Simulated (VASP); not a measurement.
A run of VASP 6.6.1 is set up as follows.

INCAR

```
SYSTEM = AlN
ALGO = Normal ; EDIFF = 1E-6
ENCUT = 520 ; GGA = CA
ISIF = 2 ; ISMEAR = 0
LASPH = .True. ; LCHARG = .False.
LREAL = .False. ; LWAVE = .False.
NBANDS = 26 ; NELM = 80
PREC = Accurate ; SIGMA = 0.05
```

Contents of KPOINTS:

```
k-points
0
Gamma
  8 6 4
  0 0 0
```

The input POSCAR:

```
AlN
1.0
   -1.6378403119      2.8368226349      0.0000000000
    0.0000000000      0.0000000000      4.1006264518
    4.9135209358      2.8368226349      0.0000000000
Al N
4 4
Direct
    0.6879147179      0.7500000000      0.1535954494
    1.0000000000      0.7500000000      0.6666666667
    0.0000000000      0.2500000000      0.3333333333
    0.5000000000      0.2500000000      0.8333333333
    0.5000000000      0.2500000000      0.1666666667
    1.0000000000      0.2500000000      0.6666666667
    0.0000000000      0.7500000000      0.3333333333
    0.5000000000      0.7500000000      0.8333333333
```

Potentials or basis: VASP PAW LDA potentials, release 64 (Al, N).

Command:

```console
$ cat potpaw_LDA.64/Al/POTCAR potpaw_LDA.64/N/POTCAR > POTCAR
$ mpirun -np 1 vasp_std > vasp.out
```

Problem. Predict the pressure.

Solution. 17.0 GPa.

Problem. Estimate the largest force.

Solution. 19.653 eV/Å.

Forces in eV/Å, atoms in the order of the input:
```
Al   -2.311 -19.517   0.000
Al   -0.879  -0.160   0.000
Al   -0.079   1.273   0.000
Al    0.282  -0.265   0.000
N    -1.038   1.080   0.000
N     0.030   0.052   0.000
N     4.187  16.730   0.000
N    -0.191   0.808   0.000
```

Caveat: the cell differs from its parent crystal (atom 1 (Al) moved by -0.372 Å along [1 0 0] and +0.496 Å along [1 2 0]); forces of over 1 eV/Å act on the atoms, so gaps and moduli don't describe the material at rest.
